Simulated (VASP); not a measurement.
Runs of VASP 6.6.1 on Al3Cu. The structure is that of space group P4/mmm (No. 123), or close to it. The cells are those of the table. 

| cell | gap on the mesh (eV) | pressure (GPa) | largest force (eV/Å) |
| --- | --- | --- | --- |
| a = 2.988, b = 2.988, c = 6.542 Å, 4 atoms | none | 0.3 | 0.06 |
| a = 2.610, b = 2.610, c = 8.573 Å, 4 atoms | none | 3.1 | 0.17 |
| a = 2.542, b = 2.542, c = 9.043 Å, 4 atoms | none | (a) | 0.16 |
| a = 2.928, b = 2.928, c = 6.812 Å, 4 atoms | none | 0.1 | 0.01 |

Alike in all rows: task single point; level r2SCAN; potentials or basis VASP PAW PBE potentials, release 64 (Al, Cu); no spin polarisation; k mesh 18 × 18 × 8; cutoff (eV) 520; smearing gaussian 0.15 eV.

Q: Fill in the values left out.

A: (a) 6.2.

Caveats: the PAW data sets were made with another functional, which shifts forces and pressure a little; the cell stands under pressure (at least some runs).

A gap of «none» marks levels without a gap at the run's occupations.
